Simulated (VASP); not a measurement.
Set up this calculation in VASP 6.6.1, as the native input.

| Item | Value |
| --- | --- |
| Task | single point |
| Functional | LDA |
| Potentials or basis | VASP PAW LDA potentials, release 64 (Ta_pv, N) |
| Cutoff | 520 eV |
| k mesh | 18 × 18 × 10 |
| Occupations | gaussian, width 0.15 eV |
| Spin | no spin polarisation |
| Dipole correction | no |
| Further INCAR settings | ALGO = Normal; EDIFF = 1e-07; NBANDS = 20 |

The structure of Ta2N lies in POSCAR:

```
Ta2N
1.0
    3.1168933658      0.0000000000      0.0000000000
   -1.5584466829      2.6993088357      0.0000000000
    0.0000000000      0.0000000000      4.6195476575
Ta N
2 1
Direct
    0.6666666667      0.3333333333      0.7466885012
    0.3333333333      0.6666666667      0.2533114988
    0.0000000000      0.0000000000      0.0000000000
```

The input as run:

INCAR

```
SYSTEM = Ta2N
  PREC = Accurate
  ENCUT = 520
  EDIFF = 1E-7
  ISMEAR = 0
  SIGMA = 0.15
  LREAL = .False.
  LASPH = .True.
  NELM = 80
  ALGO = Normal
  ISIF = 2
  LWAVE = .False.
  LCHARG = .True.
  LELF = .True.
  LVHAR = .True.
  NBANDS = 20
```

KPOINTS

```
regular mesh
0
Gamma
  18 18 10
  0 0 0
```

Potentials or basis: VASP PAW LDA potentials, release 64 (Ta_pv, N).

Run with:

```bash
$ cat potpaw_LDA.64/Ta_pv/POTCAR potpaw_LDA.64/N/POTCAR > POTCAR
$ mpirun -np 1 vasp_std > vasp.out
```

It gave:

```json
{
 "Pressure": "2.0 GPa",
 "Largest force": "0.338 eV/Å",
 "Band gap on the k mesh": "zero (an odd number of electrons rules out a gap without spin polarisation)"
}
```

Caveat: spin-orbit coupling is left out, which moves the levels of the heavy elements.

It took 110 s on 1 thread of Intel(R) Xeon(R) 6975P-C (Granite Rapids) (shared host), peak memory 0.32 GiB.
